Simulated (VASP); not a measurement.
# AgCl (I4mm) in VASP: further runs

The runs below take AgCl through single point, with PBE.

Everything below comes from runs of VASP 6.6.1. Logs are shortened: lines on timing, memory, paths and dates and some standing lists are left out, and cuts for length are marked.

**1. The cell of the first run**

Symmetry: I4mm, No. 107, tetragonal system. The conventional cell has a = 3.968 Å, b = 3.968 Å, c = 5.612 Å, α = 90.00°, β = 90.00°, γ = 90.00°. Ag (site symmetry 4mm) has 5 Cl at 2.30 to 2.85 Å within 3.0 Å. Cl (site symmetry 4mm) has 5 Ag at 2.30 to 2.85 Å within 3.0 Å.

**2. Single point, PBE (atoms displaced along a vibrational mode)**

INCAR

```
  PREC = Accurate
  ENCUT = 520
  EDIFF = 1E-6
  ISMEAR = 0
  SIGMA = 0.05
  LREAL = F
  LASPH = T
  NELM = 80
  ALGO = Normal
  ISIF = 2
  LWAVE = F
  LCHARG = T
  GGA = PE
  LELF = T
  LVHAR = T
  NBANDS = 16
```

KPOINTS

```
regular mesh
0
Gamma
  8 8 8
```

POSCAR

```
AgCl
1.0
    0.0000000000      2.8060228508      2.8060228508
    2.8060228508      0.0000000000      2.8060228508
    2.8060228508      2.8060228508      0.0000000000
Ag Cl
1 1
Direct
    0.4775480680      0.5224519320      0.5224519320
    0.0683173339     -0.0683173339     -0.0683173339
```

Potentials or basis: VASP PAW PBE potentials, release 64 (Ag, Cl).

Started as:

```sh
> cat potpaw_PBE.64/Ag/POTCAR potpaw_PBE.64/Cl/POTCAR > POTCAR
> mpirun -np 1 vasp_std > vasp.out
```

OUTCAR:

```text
PREC = Accurate
   ENCUT = 520
   EDIFF = 1E-6
   ISMEAR = 0
   LREAL = F
   LASPH = T
   NELM = 80
   ISIF = 2
   GGA = PE

 ion  position               nearest neighbor table
   1  0.478  0.522  0.522-   2 2.30   2 2.85   2 2.85   2 2.85   2 2.85
   2  0.068  0.932  0.932-   1 2.30   1 2.85   1 2.85   1 2.85   1 2.85

  LATTYP: Found a face centered cubic cell.
 ALAT       =     5.6120457016

  Lattice vectors:

 A1 = (   0.0000000000,   2.8060228508,   2.8060228508)
 A2 = (   2.8060228508,   0.0000000000,   2.8060228508)
 A3 = (   2.8060228508,   2.8060228508,   0.0000000000)

Analysis of symmetry for initial positions (statically):
=====================================================================
 Subroutine PRICEL returns:
 Original cell was already a primitive cell.

 Routine SETGRP: Setting up the symmetry group for a
 face centered cubic supercell.

 Subroutine GETGRP returns: Found  8 space group operations
 (whereof  8 operations were pure point group operations)
 out of a pool of 48 trial point group operations.

The static configuration has the point symmetry C_4v.

Analysis of symmetry for dynamics (positions and initial velocities):
=====================================================================
 Subroutine PRICEL returns:
 Original cell was already a primitive cell.

 Routine SETGRP: Setting up the symmetry group for a
 face centered cubic supercell.

 Subroutine GETGRP returns: Found  8 space group operations
 (whereof  8 operations were pure point group operations)
 out of a pool of 48 trial point group operations.

The dynamic configuration has the point symmetry C_4v.

 Subroutine INISYM returns: Found  8 space group operations
 (whereof  8 operations are pure point group operations),
 and found     1 'primitive' translations

----------------------------------------------------------------------------------------

                                     Primitive cell

  volume of cell :      44.1879

  direct lattice vectors                    reciprocal lattice vectors
     0.000000000  2.806022851  2.806022851    -0.178188143  0.178188143  0.178188143
     2.806022851  0.000000000  2.806022851     0.178188143 -0.178188143  0.178188143
     2.806022851  2.806022851  0.000000000     0.178188143  0.178188143 -0.178188143

[... 80 lines left out ...]
   LASPH  =      T    aspherical Exc in radial PAW
   ENCUT  =  520.0 eV  38.22 Ry    6.18 a.u.   7.38  7.38  7.38*2*pi/ulx,y,z
   NELM   =     80;   NELMIN=  2; NELMDL= -5     # of ELM steps
   EDIFF  = 0.1E-05   stopping-criterion for ELM
   LREAL  =      F    real-space projection
   EDIFFG = 0.1E-04   stopping-criterion for IOM
   NSW    =      0    number of steps for IOM
   IBRION =     -1    ionic relax: 0-MD 1-quasi-New 2-CG
   NFREE  =      0    steps in history (QN), initial steepest desc. (CG)
   ISIF   =      2    stress and relaxation
   ISYM   =      2    0-nonsym 1-usesym 2-fastsym
   POTIM  = 0.5000    time-step for ionic-motion
   TEBEG  =    0.0;   TEEND  =   0.0 temperature during run
   PSTRESS=    0.0 pullay stress
   NELECT =      18.0000    total number of electrons
   NUPDOWN=      -1.0000    fix difference up-down
   EMIN   =  10.00;   EMAX   =-10.00  energy-range for DOS
   EFERMI =   0.00;   METHOD = LEGACY
   ISMEAR =     0;   SIGMA  =   0.05  broadening in eV -4-tet -1-fermi 0-gaus
   EFERMI_NEDOS =   21; number of points for ismear=-14 and -15
   IALGO  =     38    algorithm
   IMIX   =      4    mixing-type and parameters
     AMIX     =   0.40;   BMIX     =  1.00
     AMIX_MAG =   1.60;   BMIX_MAG =  1.00
  volume/ion in A,a.u.               =      22.09       149.10
  Fermi-wavevector in a.u.,A,eV,Ry     =   1.213569  2.293313 20.037975  1.472750
  Thomas-Fermi vector in A             =   2.349017
   LORBIT       =      0    0 simple, 1 ext, 2 COOP (PROOUT), +10 PAW based schemes
   GGA     = PE    functional components
   LHFCALC =     F    Hartree Fock is set to
   AEXX    =    0.0000 exact exchange contribution
   IVDW    =     0    specifies the selected vdW correction
   LEPSILON=     F    determine dielectric tensor
   LRPA    =     F    only Hartree local field effects (RPA)
 non-spin polarized calculation
 Gauss-broadening in eV      SIGMA  =   0.05
  energy-cutoff  :      520.00
  volume of cell :       44.19
 maximum number of plane-waves:      1243
 NGX is ok and might be reduce to    30
   NGX = 15   NGY = 15   NGZ = 15

 number of electron      18.0000002 magnetization

 Free energy of the ion-electron system (eV)
  ---------------------------------------------------
  ext. energy  EPLUGINS =         0.00000000
  ---------------------------------------------------
  free energy    TOTEN  =        -5.15404195 eV

  energy without entropy =       -5.15404195  energy(sigma->0) =       -5.15404195

 E-fermi :   3.5389     XC(G=0):  -9.7335

 val. band max:        3.2630042586   @ k =  -0.2500   0.1250   0.0000
 cond. band min:       4.4694197108   @ k =   0.0000   0.0000   0.0000
 fundamental gap:      1.2064154522
 Fermi energy:         3.5389116268

 k-point     1 :       0.0000    0.0000    0.0000
  band No.  band energies     occupation
      1     -11.7036      2.00000
      2      -0.7633      2.00000
      3       0.0476      2.00000
      4       0.0476      2.00000
      5       1.0527      2.00000
      6       1.0965      2.00000
[... 433 lines left out ...]
      3      -0.7869      2.00000
      4      -0.4656      2.00000
      5       1.1348      2.00000
      6       1.2986      2.00000
[... 8 lines left out ...]
     15      17.7784      0.00000
     16      18.5283      0.00000

 [... further k-points ...]

------------------------ aborting loop because EDIFF is reached ----------------------------------------

  FORCE on cell =-STRESS in cart. coord.  units (eV):
  Direction    XX          YY          ZZ          XY          YZ          ZX
  --------------------------------------------------------------------------------------
  -------------------------------------------------------------------------------------
  Total        3.8860274      0.0646583      0.0646583      0.0000000      0.0000000      0.0000000
  in kB      140.9005976      2.3443983      2.3443983      0.0000000      0.0000000      0.0000000
  external PRESSURE =      48.5297981 kB  Pullay stress =       0.0000000 kB

 VOLUME and BASIS-vectors are now :
 -----------------------------------------------------------------------------
  energy-cutoff  :      520.00
  volume of cell :       44.19
      direct lattice vectors                 reciprocal lattice vectors
     0.000000000  2.806022851  2.806022851    -0.178188143  0.178188143  0.178188143
     2.806022851  0.000000000  2.806022851     0.178188143 -0.178188143  0.178188143
     2.806022851  2.806022851  0.000000000     0.178188143  0.178188143 -0.178188143

 POSITION                                       TOTAL-FORCE (eV/Angst)
 -----------------------------------------------------------------------------------
      2.93202      2.80602      2.80602        -1.602075      0.000000      0.000000
      5.22865      2.80602      2.80602         1.602075      0.000000      0.000000
 -----------------------------------------------------------------------------------
    total drift:                               -0.000451      0.000001      0.000001

  FREE ENERGIE OF THE ION-ELECTRON SYSTEM (eV)
  ---------------------------------------------------
  free  energy   TOTEN  =        -5.1540419495 eV

  energy  without entropy=       -5.1540419495  energy(sigma->0) =       -5.15404195
```

Wall time 65 s (1 thread of Intel Xeon 8259CL, shared host); peak memory 0.19 GiB.

What came out:

* Free energy: -5.1540 eV
* Pressure: 4.9 GPa
* Largest force: 1.602 eV/Å
* Band gap on the k mesh: 1.21 eV (least direct gap 1.66 eV)

Forces on the atoms (eV/Å):
```
Ag  -1.602  0.000  0.000
Cl   1.602  0.000  0.000
```

Stress tensor (GPa, compression positive):
```
14.09  0.00  0.00
 0.00  0.23  0.00
 0.00  0.00  0.23
```

Caveat: the cell differs from its parent crystal (atoms displaced along a vibrational mode); the cell stands under pressure; forces of over 1 eV/Å act on the atoms, so gaps and moduli don't describe the material at rest. A k mesh can miss the band edges.

[end of part 1 of 2]
